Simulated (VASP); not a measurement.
The system is LiF.

```
Li F
1.0
     3.08105    0.00000    0.00000
    -1.54053    2.66827    0.00000
     0.00000    0.00000    4.78523
Li F
2 2
Direct
  0.33333 0.66667 0.38244
  0.66667 0.33333 0.88244
  0.33333 0.66667 0.99256
  0.66667 0.33333 0.49256
```

Base run:

- Program: VASP 6.6.1
- Functional: r2SCAN
- Potentials or basis: VASP PAW PBE potentials, release 64 (Li_sv, F)
- Cutoff: 520 eV
- k mesh: 6 × 6 × 4, shifted
- Occupations: gaussian, width 0.01 eV
- Spin: no spin polarisation

Its results: band gap on the k mesh 8.89 eV; largest force 0.003 eV/Å.

Q: The run is repeated on the same cell with these changes: k mesh from 6 × 6 × 4, shifted to 6 × 6 × 4, through Γ; occupations from gaussian, width 0.01 eV to fermi-dirac, width 0.05 eV. What comes out?

A: Band gap on the k mesh 8.68 eV; largest force 0.003 eV/Å.

Caveats: the PAW data sets were made with another functional, which shifts forces and pressure a little; a shifted mesh leaves out Γ, where band edges can lie (at least some runs).

A k mesh can miss the band edges.
